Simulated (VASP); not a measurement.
## BeTe: single point with r2SCAN

The system is BeTe.

```
CELL_PARAMETERS angstrom
0.00000 2.82848 2.82848
2.82848 0.00000 2.82848
2.82848 2.82848 0.00000
ATOMIC_POSITIONS crystal
Be 0.00000 0.00000 0.00000
Te 0.75000 0.75000 0.75000
```

| Quantity | Value |
| --- | --- |
| Program | VASP 6.6.1 |
| Task | single point |
| Functional | r2SCAN |
| Potentials or basis | VASP PAW PBE potentials, release 64 (Be, Te) |
| Cutoff | 520 eV |
| k mesh | 8 × 8 × 8 |
| Occupations | methfessel-paxton, width 0.05 eV |
| Spin | no spin polarisation |
| Dipole correction | no |
| Further INCAR settings | ALGO = Normal; EDIFF = 1e-07; NBANDS = 11 |

| Item | Value |
| --- | --- |
| Pressure | 0.2 GPa |
| Band gap on the k mesh | 2.37 eV (least direct gap 4.03 eV) |

Levels at points of the mesh, in eV from the valence-band top:
```tsv
k point	band 2	band 3	band 4	band 5	band 6	band 7
(0.00, 0.00, 0.00)	0.00	0.00	0.00	4.03	4.03	4.03
(0.50, 0.00, 0.00)	-5.68	-1.15	-1.15	3.51	5.02	5.02
(0.50, 0.50, 0.00)	-5.27	-2.70	-2.70	2.37	3.01	10.48
```

Run time: 41 s on 1 thread of Intel(R) Xeon(R) Platinum 8488C (Sapphire Rapids) (shared host), peak memory 0.17 GiB.

Caveat: the PAW data sets were made with another functional, which shifts forces and pressure a little; spin-orbit coupling is left out, which moves the levels of the heavy elements. r2SCAN opens gaps a little over a GGA but as a rule still falls short of measured ones.
